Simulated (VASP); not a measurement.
ZrH3:

```
Zr H
1.0
     3.13000    0.00000    0.00000
     0.00000    3.13000    0.00000
     0.00000    0.00000    3.13000
Zr H
1 3
Direct
  0.00000 0.00000 0.00000
  0.00000 0.50000 0.50000
  0.50000 0.00000 0.50000
  0.50000 0.50000 0.00000
```

| Quantity | Value |
| --- | --- |
| Program | VASP 6.6.1 |
| Task | relaxation of cell and atoms |
| Functional | PBEsol |
| Potentials or basis | VASP PAW PBE potentials, release 64 (Zr_sv, H) |
| Cutoff | 600 eV |
| k mesh | 15 × 15 × 15 |
| Occupations | fermi-dirac, width 0.1 eV |
| Spin | no spin polarisation |

At the start: pressure -4.9 GPa; volume 7.67 Å³/atom.

**Question.** How do energy, volume and symmetry change on relaxing?

**Answer.** Over 3 steps the energy falls by 4.5 meV/atom and the volume is 7.38 Å³/atom (-3.7 %); space group Pm-3m (No. 221, to 0.05 Å).

Step by step:
| step | energy change (eV) | largest force (eV/Å) | pressure (GPa) | volume (Å³) |
| --- | --- | --- | --- | --- |
| 1 | 0.0000 | 0.0000 | -4.90 | 30.66 |
| 2 | -0.0179 | 0.0000 | -0.55 | 29.64 |
| 3 | -0.0181 | 0.0000 | -0.01 | 29.52 |

Final structure:
```
Zr H
1.0
     3.09049    0.00000    0.00000
     0.00000    3.09049    0.00000
     0.00000    0.00000    3.09049
Zr H
1 3
Direct
  0.00000 0.00000 0.00000
  0.00000 0.50000 0.50000
  0.50000 0.00000 0.50000
  0.50000 0.50000 0.00000
```

Caveat: the PAW data sets were made with another functional, which shifts forces and pressure a little.
